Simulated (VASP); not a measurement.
Input of a VASP 6.6.1 run:

POSCAR

```
C
1.0
   -1.2281241545      2.1264611631      0.0000000000
   -1.2281241545     -2.1264611631      0.0000000000
    0.0000000000      0.0000000000     14.2311090042
C
8
Direct
    0.9166750129      0.0833249871      0.3749609415
    0.9166750129      0.0833249871      0.8749609415
    0.4166750129      0.5833249871      0.1250390585
    0.4166750129      0.5833249871      0.6250390585
    0.0833249871      0.9166750129      0.1250390585
    0.0833249871      0.9166750129      0.6250390585
    0.5833249871      0.4166750129      0.3749609415
    0.5833249871      0.4166750129      0.8749609415
```

File INCAR.step1:

```
SYSTEM = C
  PREC = Accurate
  ENCUT = 520
  ISMEAR = 0
  SIGMA = 0.15
  LREAL = .False.
  LASPH = .True.
  NELM = 60
  NBANDS = 26
  GGA = PE
  ALGO = Normal
  EDIFF = 1E-4
  LWAVE = .True.
  LCHARG = .False.
```

The input INCAR.step2:

```
SYSTEM = C
  PREC = Accurate
  ENCUT = 520
  EDIFF = 1E-6
  ISMEAR = 0
  SIGMA = 0.15
  LREAL = .False.
  LASPH = .True.
  NELM = 60
  ALGO = Normal
  ISIF = 2
  LWAVE = .False.
  LCHARG = .False.
  METAGGA = R2SCAN
  LMIXTAU = .True.
  NBANDS = 26
  ISTART = 1
```

Contents of KPOINTS:

```
regular mesh
0
Gamma
  22 22 4
  0 0 0
```

Potentials or basis: VASP PAW PBE potentials, release 64 (C).

Launch:

```sh
$ cat potpaw_PBE.64/C/POTCAR > POTCAR
$ cp INCAR.step1 INCAR
$ mpirun -np 1 vasp_std > vasp.out
$ cp INCAR.step2 INCAR
$ mpirun -np 1 vasp_std > vasp.out
```

Task: Estimate the pressure.

Result: 0.6 GPa.

Task: Estimate the largest force.

Result: 0.007 eV/Å.

Forces in eV/Å, atoms in the order of the input:
```
C    0.000 -0.007  0.000
C    0.000 -0.007  0.000
C    0.000 -0.007  0.000
C    0.000 -0.007  0.000
C    0.000  0.007  0.000
C    0.000  0.007  0.000
C    0.000  0.007  0.000
C    0.000  0.007  0.000
```

Caveat: the PAW data sets were made with another functional, which shifts forces and pressure a little.
